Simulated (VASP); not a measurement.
Set up this calculation in VASP 6.6.1, as the native input.

* Task: single point
* Functional: r2SCAN
* Dispersion: rVV10
* Potentials or basis: VASP PAW PBE potentials, release 64 (Pt_sv_GW)
* Cutoff: 630 eV
* k mesh: 18 × 18 × 18
* Occupations: gaussian, width 0.1 eV
* Spin: no spin polarisation
* Dipole correction: no
* Further INCAR settings: ALGO = Normal; EDIFF = 1e-06; NBANDS = 15

Pt:

```
Pt
1.0
     0.00000    1.96239    1.96239
     1.96239    0.00000    1.96239
     1.96239    1.96239    0.00000
Pt
1
Direct
  0.00000 0.00000 0.00000
```

These files were run (other wordings do the same):

POSCAR

```
Pt
1.0
    0.0000000000      1.9623920488      1.9623920488
    1.9623920488      0.0000000000      1.9623920488
    1.9623920488      1.9623920488      0.0000000000
Pt
1
Direct
    0.0000000000      0.0000000000      0.0000000000
```

INCAR.step1

```
SYSTEM = Pt
PREC = Accurate
ENCUT = 630
ISMEAR = 0
SIGMA = 0.1
LREAL = .FALSE.
LASPH = .TRUE.
NELM = 120
NBANDS = 15
GGA = PE
ALGO = Normal
EDIFF = 1E-5
LWAVE = .TRUE.
LCHARG = .FALSE.
GGA_COMPAT = .FALSE.
```

INCAR.step2

```
SYSTEM = Pt
PREC = Accurate
ENCUT = 630
EDIFF = 1E-6
ISMEAR = 0
SIGMA = 0.1
LREAL = .FALSE.
LASPH = .TRUE.
NELM = 120
ALGO = Normal
ISIF = 2
LWAVE = .FALSE.
LCHARG = .FALSE.
METAGGA = R2SCAN
LMIXTAU = .TRUE.
LUSE_VDW = .TRUE.
IVDW_NL = 2
BPARAM = 11.95
CPARAM = 0.0093
NBANDS = 15
ISTART = 1
GGA_COMPAT = .FALSE.
```

KPOINTS

```
regular mesh
0
G
  18 18 18
  0 0 0
```

Potentials or basis: VASP PAW PBE potentials, release 64 (Pt_sv_GW).

Command:

```bash
$ cat potpaw_PBE.64/Pt_sv_GW/POTCAR > POTCAR
$ cp INCAR.step1 INCAR
$ mpirun -np 1 vasp_std > vasp.out
$ cp INCAR.step2 INCAR
$ mpirun -np 1 vasp_std > vasp.out
```

It gave:

- Pressure: 0.0 GPa
- Band gap on the k mesh: zero (bands 9 and 10 overlap by 2.37 eV)

Caveat: the PAW data sets were made with another functional, which shifts forces and pressure a little; spin-orbit coupling is left out, which moves the levels of the heavy elements.

Wall time 3.9 min on 1 thread of Intel(R) Xeon(R) Platinum 8375C CPU @ 2.90GHz (Ice Lake) (shared host), peak memory 0.26 GiB.
